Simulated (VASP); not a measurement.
# Ag2O (Pn-3m) in VASP: further runs

The runs below take Ag2O through single point, with PBE.

Everything below comes from runs of VASP 6.6.1. Logs are shortened: lines on timing, memory, paths and dates and some standing lists are left out, and cuts for length are marked.

## Step 1: The cell of the first run

Symmetry: Pn-3m, No. 224, cubic system. Conventional cell: a = 4.906 Å, b = 4.906 Å, c = 4.906 Å, α = 90.00°, β = 90.00°, γ = 90.00°. Within 2.8 Å of Ag (site symmetry -3m) lie 2 O at 2.12 Å. Within 2.8 Å of O (site symmetry -43m) lie 4 Ag at 2.12 Å.

## Step 2: Single point, PBE (19.68 Å³/atom)

INCAR

```
SYSTEM = Ag2O
  PREC = Accurate
  ENCUT = 600
  EDIFF = 1E-6
  ISMEAR = 0
  SIGMA = 0.1
  LREAL = .False.
  LASPH = .True.
  NELM = 120
  ALGO = Normal
  ISIF = 2
  LWAVE = .False.
  LCHARG = .True.
  GGA = PE
  LELF = .True.
  LVHAR = .True.
  NBANDS = 37
  GGA_COMPAT = .False.
```

KPOINTS

```
regular mesh
0
Gamma
  8 8 8
  0 0 0
```

POSCAR

```
Ag2O
1.0
    4.9063591801      0.0000000000      0.0000000000
    0.0000000000      4.9063591801      0.0000000000
    0.0000000000      0.0000000000      4.9063591801
Ag O
4 2
Direct
    0.2500000000      0.2500000000      0.2500000000
    0.2500000000      0.7500000000      0.7500000000
    0.7500000000      0.7500000000      0.2500000000
    0.7500000000      0.2500000000      0.7500000000
    0.0000000000      0.0000000000      0.0000000000
    0.5000000000      0.5000000000      0.5000000000
```

Potentials or basis: VASP PAW PBE potentials, release 64 (Ag, O).

On the command line:

```sh
> cat potpaw_PBE.64/Ag/POTCAR potpaw_PBE.64/O/POTCAR > POTCAR
> mpirun -np 1 vasp_std > vasp.out
```

OUTCAR:

```text
SYSTEM = Ag2O
   PREC = Accurate
   ENCUT = 600
   EDIFF = 1E-6
   ISMEAR = 0
   LREAL = .False.
   LASPH = .True.
   NELM = 120
   ISIF = 2
   GGA = PE

 ion  position               nearest neighbor table
   1  0.250  0.250  0.250-   5 2.12   6 2.12   4 3.47   2 3.47   3 3.47   2 3.47   4 3.47   2 3.47
                             3 3.47   2 3.47   3 3.47   4 3.47   4 3.47   3 3.47
   2  0.250  0.750  0.750-   5 2.12   6 2.12   4 3.47   1 3.47   3 3.47   1 3.47   3 3.47   1 3.47
                             4 3.47   1 3.47   3 3.47   4 3.47   3 3.47   4 3.47
   3  0.750  0.750  0.250-   5 2.12   6 2.12   4 3.47   1 3.47   2 3.47   2 3.47   4 3.47   1 3.47
                             4 3.47   4 3.47   1 3.47   2 3.47   2 3.47   1 3.47
   4  0.750  0.250  0.750-   5 2.12   6 2.12   3 3.47   1 3.47   2 3.47   1 3.47   3 3.47   2 3.47
                             3 3.47   3 3.47   1 3.47   2 3.47   1 3.47   2 3.47
   5  0.000  0.000  0.000-   1 2.12   2 2.12   3 2.12   4 2.12
   6  0.500  0.500  0.500-   1 2.12   2 2.12   3 2.12   4 2.12

  LATTYP: Found a simple cubic cell.
 ALAT       =     4.9063591801

  Lattice vectors:

 A1 = (   4.9063591801,   0.0000000000,   0.0000000000)
 A2 = (   0.0000000000,   4.9063591801,   0.0000000000)
 A3 = (   0.0000000000,   0.0000000000,   4.9063591801)

Analysis of symmetry for initial positions (statically):
=====================================================================
 Subroutine PRICEL returns:
 Original cell was already a primitive cell.

 Routine SETGRP: Setting up the symmetry group for a
 simple cubic supercell.

 Subroutine GETGRP returns: Found 48 space group operations
 (whereof 24 operations were pure point group operations)
 out of a pool of 48 trial point group operations.

The static configuration has the point symmetry T_d .
 The point group associated with its full space group is O_h .

Analysis of symmetry for dynamics (positions and initial velocities):
=====================================================================
 Subroutine PRICEL returns:
 Original cell was already a primitive cell.

 Routine SETGRP: Setting up the symmetry group for a
 simple cubic supercell.

 Subroutine GETGRP returns: Found 48 space group operations
 (whereof 24 operations were pure point group operations)
 out of a pool of 48 trial point group operations.

The dynamic configuration has the point symmetry T_d .
 The point group associated with its full space group is O_h .

 Subroutine INISYM returns: Found 48 space group operations
[... 103 lines left out ...]
   ENCUT  =  600.0 eV  44.10 Ry    6.64 a.u.   9.80  9.80  9.80*2*pi/ulx,y,z
   NELM   =    120;   NELMIN=  2; NELMDL= -5     # of ELM steps
   EDIFF  = 0.1E-05   stopping-criterion for ELM
   LREAL  =      F    real-space projection
   EDIFFG = 0.1E-04   stopping-criterion for IOM
   NSW    =      0    number of steps for IOM
   IBRION =     -1    ionic relax: 0-MD 1-quasi-New 2-CG
   NFREE  =      0    steps in history (QN), initial steepest desc. (CG)
   ISIF   =      2    stress and relaxation
   ISYM   =      2    0-nonsym 1-usesym 2-fastsym
   POTIM  = 0.5000    time-step for ionic-motion
   TEBEG  =    0.0;   TEEND  =   0.0 temperature during run
   PSTRESS=    0.0 pullay stress
   NELECT =      56.0000    total number of electrons
   NUPDOWN=      -1.0000    fix difference up-down
   EMIN   =  10.00;   EMAX   =-10.00  energy-range for DOS
   EFERMI =   0.00;   METHOD = LEGACY
   ISMEAR =     0;   SIGMA  =   0.10  broadening in eV -4-tet -1-fermi 0-gaus
   EFERMI_NEDOS =   21; number of points for ismear=-14 and -15
   IALGO  =     38    algorithm
   IMIX   =      4    mixing-type and parameters
     AMIX     =   0.40;   BMIX     =  1.00
     AMIX_MAG =   1.60;   BMIX_MAG =  1.00
  volume/ion in A,a.u.               =      19.68       132.84
  Fermi-wavevector in a.u.,A,eV,Ry     =   1.276571  2.412369 22.172496  1.629632
  Thomas-Fermi vector in A             =   2.409219
   LORBIT       =      0    0 simple, 1 ext, 2 COOP (PROOUT), +10 PAW based schemes
   GGA     = PE    functional components
   LHFCALC =     F    Hartree Fock is set to
   AEXX    =    0.0000 exact exchange contribution
   IVDW    =     0    specifies the selected vdW correction
   LEPSILON=     F    determine dielectric tensor
   LRPA    =     F    only Hartree local field effects (RPA)
 non-spin polarized calculation
 Gauss-broadening in eV      SIGMA  =   0.10
  energy-cutoff  :      600.00
  volume of cell :      118.11
 maximum number of plane-waves:      3956
 NGX is ok and might be reduce to    40
   NGX = 19   NGY = 19   NGZ = 19

 number of electron      56.0000001 magnetization

 Free energy of the ion-electron system (eV)
  ---------------------------------------------------
  ext. energy  EPLUGINS =         0.00000000
  ---------------------------------------------------
  free energy    TOTEN  =       -21.38699205 eV

  energy without entropy =      -21.38517620  energy(sigma->0) =      -21.38608412

 E-fermi :   3.3711     XC(G=0):  -9.8997

 val. band max:        3.3244500385   @ k =   0.0000   0.0000   0.0000
 cond. band min:       3.4130160591   @ k =   0.1250   0.0000   0.0000
 fundamental gap:      0.0885660206
 Fermi energy:         3.3710736822

 k-point     1 :       0.0000    0.0000    0.0000
  band No.  band energies     occupation
      1     -14.5982      2.00000
      2     -14.1108      2.00000
      3      -2.5046      2.00000
      4      -2.5046      2.00000
      5      -2.5046      2.00000
      6      -0.5668      2.00000
[... 949 lines left out ...]
     36      11.7585      0.00000
     37      12.4306      0.00000

 [... further k-points ...]
[... 5 lines left out ...]
  --------------------------------------------------------------------------------------
  -------------------------------------------------------------------------------------
  Total       -2.6742400     -2.6742400     -2.6742400      0.0000000      0.0000000      0.0000000
  in kB      -36.2771324    -36.2771324    -36.2771324      0.0000000      0.0000000      0.0000000
  external PRESSURE =     -36.2771324 kB  Pullay stress =       0.0000000 kB

 VOLUME and BASIS-vectors are now :
 -----------------------------------------------------------------------------
  energy-cutoff  :      600.00
  volume of cell :      118.11
      direct lattice vectors                 reciprocal lattice vectors
     4.906359180  0.000000000  0.000000000     0.203817120  0.000000000  0.000000000
     0.000000000  4.906359180  0.000000000     0.000000000  0.203817120  0.000000000
     0.000000000  0.000000000  4.906359180     0.000000000  0.000000000  0.203817120

 POSITION                                       TOTAL-FORCE (eV/Angst)
 -----------------------------------------------------------------------------------
      1.22659      1.22659      1.22659        -0.000000     -0.000000      0.000000
      1.22659      3.67977      3.67977        -0.000000      0.000000     -0.000000
      3.67977      3.67977      1.22659         0.000000     -0.000000     -0.000000
      3.67977      1.22659      3.67977        -0.000000      0.000000      0.000000
      0.00000      0.00000      0.00000         0.000000      0.000000     -0.000000
      2.45318      2.45318      2.45318         0.000000      0.000000     -0.000000
 -----------------------------------------------------------------------------------
    total drift:                                0.000000      0.000000     -0.000000

  FREE ENERGIE OF THE ION-ELECTRON SYSTEM (eV)
  ---------------------------------------------------
  free  energy   TOTEN  =       -21.3869920455 eV

  energy  without entropy=      -21.3851761992  energy(sigma->0) =      -21.38608412
```

OSZICAR:

```text
N       E                     dE             d eps       ncg     rms          rms(c)
DAV:   1     0.402675806576E+03    0.40268E+03   -0.30611E+04  2590   0.161E+03
DAV:   2    -0.139750282277E+01   -0.40407E+03   -0.38424E+03  2782   0.346E+02
DAV:   3    -0.252247215548E+02   -0.23827E+02   -0.23467E+02  2854   0.814E+01
DAV:   4    -0.254830651490E+02   -0.25834E+00   -0.25811E+00  2763   0.918E+00
DAV:   5    -0.254847741110E+02   -0.17090E-02   -0.17089E-02  2848   0.735E-01    0.171E+01
DAV:   6    -0.218355118904E+02    0.36493E+01   -0.20138E+01  3142   0.320E+01    0.110E+01
DAV:   7    -0.214068266395E+02    0.42869E+00   -0.25741E+00  2734   0.122E+01    0.741E+00
DAV:   8    -0.214638954654E+02   -0.57069E-01   -0.13298E+00  2680   0.580E+00    0.293E+00
DAV:   9    -0.213862943231E+02    0.77601E-01   -0.25677E-01  2787   0.286E+00    0.278E-01
DAV:  10    -0.213872092167E+02   -0.91489E-03   -0.11338E-02  2635   0.696E-01    0.226E-01
DAV:  11    -0.213869547769E+02    0.25444E-03   -0.75958E-04  2887   0.146E-01    0.101E-01
DAV:  12    -0.213870017641E+02   -0.46987E-04   -0.97289E-05  2689   0.486E-02    0.295E-02
DAV:  13    -0.213869917059E+02    0.10058E-04   -0.31895E-05  2757   0.312E-02    0.900E-03
DAV:  14    -0.213869920455E+02   -0.33955E-06   -0.21388E-06  2155   0.932E-03
   1 F= -.21386992E+02 E0= -.21386084E+02  d E =-.181585E-02
```

stdout:

```text
POSCAR found type information on POSCAR AgO
 POSCAR found :  2 types and       6 ions
 scaLAPACK will be used
 LDA part: xc-table for (Slater+PW92), standard interpolation
 POSCAR, INCAR and KPOINTS ok, starting setup
 FFT: planning ... GRIDC
 FFT: planning ... GRID_SOFT
 FFT: planning ... GRID
 WAVECAR not read
 entering main loop
```

It took 78 s on 1 thread of Intel Xeon 6975P-C (Granite Rapids), shared host; peak memory 0.32 GiB.

Results:

```yaml
Free_energy: -21.3870 eV
Pressure: -3.6 GPa
Band_gap_on_the_k_mesh: zero (filled and empty bands touch)
```

Levels at points of the mesh, in eV from the Fermi level:
| k point | band 24 | band 25 | band 26 | band 27 | band 28 | band 29 | band 30 | band 31 | band 32 | band 33 |
| --- | --- | --- | --- | --- | --- | --- | --- | --- | --- | --- |
| (0.00, 0.00, 0.00) | -2.42 | -2.42 | -0.16 | -0.05 | -0.05 | -0.05 | 2.39 | 2.39 | 6.71 | 6.71 |
| (0.50, 0.00, 0.00) | -2.25 | -1.39 | -1.39 | -0.43 | -0.43 | 1.92 | 1.92 | 4.79 | 4.79 | 6.44 |
| (0.50, 0.50, 0.00) | -1.74 | -1.41 | -1.41 | -0.73 | -0.73 | 2.10 | 2.10 | 3.60 | 3.60 | 6.53 |
| (0.50, 0.50, 0.50) | -2.49 | -1.74 | -0.64 | -0.64 | -0.64 | 2.85 | 2.85 | 2.85 | 4.52 | 4.52 |

Caveat: the cell stands under tension.

## Step 3: Single point, PBE (16.34 Å³/atom)

This run uses another cell than the first one, of 16.34 Å³/atom.

INCAR

```
SYSTEM = Ag2O
PREC = Accurate ; ENCUT = 600
EDIFF = 1E-6 ; ISMEAR = 0
SIGMA = 0.1 ; LREAL = .FALSE.
LASPH = .TRUE. ; NELM = 120
ALGO = Normal ; ISIF = 2
LWAVE = .FALSE. ; LCHARG = .FALSE.
GGA = PE ; NBANDS = 37
GGA_COMPAT = .FALSE.
```

KPOINTS

```
regular mesh
0
G
  8 8 8
  0 0 0
```

POSCAR, as its differences from that of step 2:

```diff
@@ -2,5 +2,5 @@
 1.0
-    4.9063591801      0.0000000000      0.0000000000
-    0.0000000000      4.9063591801      0.0000000000
-    0.0000000000      0.0000000000      4.9063591801
+    4.6112458150      0.0000000000      0.0000000000
+    0.0000000000      4.6112458150      0.0000000000
+    0.0000000000      0.0000000000      4.6112458150
 Ag O
```

Potentials or basis: VASP PAW PBE potentials, release 64 (Ag, O).

On the command line:

```sh
> cat potpaw_PBE.64/Ag/POTCAR potpaw_PBE.64/O/POTCAR > POTCAR
> mpirun -np 1 vasp_std > vasp.out
```

Wall time 90 s (1 thread of Intel Xeon 6975P-C (Granite Rapids), shared host); peak memory 0.3 GiB.

It converged, with:

```
Free energy            : -21.0054 eV
Pressure               : 12.3 GPa
Band gap on the k mesh : 0.16 eV
```

Levels at points of the mesh, in eV from the valence-band top:
```
           k point  band 24  band 25  band 26  band 27  band 28  band 29  band 30  band 31  band 32  band 33
(0.00, 0.00, 0.00)    -2.85    -2.85     0.00     0.00     0.00     0.16     1.73     1.73     7.63     7.63
(0.50, 0.00, 0.00)    -2.95    -1.80    -1.80    -0.54    -0.54     2.19     2.19     4.69     4.69     7.24
(0.50, 0.50, 0.00)    -2.21    -1.82    -1.82    -0.93    -0.93     2.08     2.08     3.81     3.81     6.94
(0.50, 0.50, 0.50)    -2.95    -1.79    -0.77    -0.77    -0.77     2.34     2.34     2.34     5.09     5.09
```

Caveat: the cell stands under pressure. A k mesh can miss the band edges.
